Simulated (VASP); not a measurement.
Wanted: the native input for a VASP 6.6.1 run.

```yaml
Task: single point
Functional: r2SCAN
Potentials_or_basis: VASP PAW PBE potentials, release 64 (Mo_sv, S)
Cutoff: 520 eV
k_mesh: 12 × 12 × 12
Occupations: gaussian, width 0.1 eV
Spin: collinear spin
Starting_moments: "[2.0, 0.0] μB"
Hubbard_terms: Mo d U = 4.38 eV
Dipole_correction: no
Further_INCAR_settings: ALGO = Normal; EDIFF = 1e-06; NBANDS = 21
```

Crystal: MoS.

```
Mo S
1.0
     0.00000    2.89090    2.89090
     2.89090    0.00000    2.89090
     2.89090    2.89090    0.00000
Mo S
1 1
Direct
  0.00000 0.00000 0.00000
  0.25000 0.25000 0.25000
```

One way to write it, as run:

POSCAR

```
MoS
1.0
    0.0000000000      2.8909032115      2.8909032115
    2.8909032115      0.0000000000      2.8909032115
    2.8909032115      2.8909032115      0.0000000000
Mo S
1 1
Direct
    0.0000000000      0.0000000000      0.0000000000
    0.2500000000      0.2500000000      0.2500000000
```

INCAR.step1

```
SYSTEM = MoS
ALGO = Normal ; EDIFF = 1E-4
ENCUT = 520 ; GGA = PE
ISMEAR = 0 ; ISPIN = 2
LASPH = .TRUE. ; LCHARG = .FALSE.
LDAU = .TRUE. ; LDAUJ = 0 0
LDAUL = 2 -1 ; LDAUTYPE = 2
LDAUU = 4.38 0 ; LMAXMIX = 4
LREAL = .FALSE. ; LWAVE = .TRUE.
MAGMOM = 2 0 ; NBANDS = 21
NELM = 150 ; PREC = Accurate
SIGMA = 0.1
```

INCAR.step2

```
SYSTEM = MoS
ALGO = Normal ; EDIFF = 1E-6
ENCUT = 520 ; ISIF = 2
ISMEAR = 0 ; ISPIN = 2
ISTART = 1 ; LASPH = .TRUE.
LCHARG = .FALSE. ; LDAU = .TRUE.
LDAUJ = 0 0 ; LDAUL = 2 -1
LDAUPRINT = 1 ; LDAUTYPE = 2
LDAUU = 4.38 0 ; LMAXMIX = 4
LMIXTAU = .TRUE. ; LORBIT = 11
LREAL = .FALSE. ; LWAVE = .FALSE.
MAGMOM = 2 0 ; METAGGA = R2SCAN
NBANDS = 21 ; NELM = 150
PREC = Accurate ; SIGMA = 0.1
```

KPOINTS

```
k-points
0
G
  12 12 12
  0 0 0
```

Potentials or basis: VASP PAW PBE potentials, release 64 (Mo_sv, S).

Command:

```console
$ cat potpaw_PBE.64/Mo_sv/POTCAR potpaw_PBE.64/S/POTCAR > POTCAR
$ cp INCAR.step1 INCAR
$ mpirun -np 1 vasp_std > vasp.out
$ cp INCAR.step2 INCAR
$ mpirun -np 1 vasp_std > vasp.out
```

Results of the run:

```yaml
Pressure: 5.1 GPa
Band_gap_on_the_k_mesh: zero (filled and empty bands overlap)
Net_moment: 4.00 μB per cell
Site_moments: Mo +3.57; S -0.18 μB
Valence_electrons_inside_the_program's_atomic_spheres: Mo 12.24; S 3.76
```

Caveat: the cell stands under pressure; the PAW data sets were made with another functional, which shifts forces and pressure a little.

Run time: 7.1 min on 1 thread of Oxide Virtual Turin-like Processor, on a shared host, peak memory 0.23 GiB.
